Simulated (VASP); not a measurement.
Ca, 1 atom in the cell. The typed cell holds 1 atom: a = 3.831 Å, b = 3.891 Å, c = 3.876 Å, α = 110.44°, β = 107.59°, γ = 109.45°. 

* Program: VASP 6.6.1
* Task: single point
* Functional: PBEsol
* Potentials or basis: VASP PAW PBE potentials, release 64 (Ca_sv)
* Cutoff: 500 eV
* k mesh: 6 × 6 × 6, shifted
* Occupations: fermi-dirac, width 0.1 eV
* Spin: no spin polarisation
* Dipole correction: no
* Further INCAR settings: ALGO = Normal; EDIFF = 1e-06; NBANDS = 11

Potentials or basis: VASP PAW PBE potentials, release 64 (Ca_sv).

Run with:

```bash
$ cat potpaw_PBE.64/Ca_sv/POTCAR > POTCAR
$ mpirun -np 1 vasp_std > vasp.out
```

Hardware: 1 thread of Intel Xeon 8259CL, on a shared host.

Task: Estimate the wall time of this run.

Result: It took 72 s on 1 thread of Intel Xeon 8259CL (shared host), peak memory 0.19 GiB. Counts: scf iterations 11, k points 108.
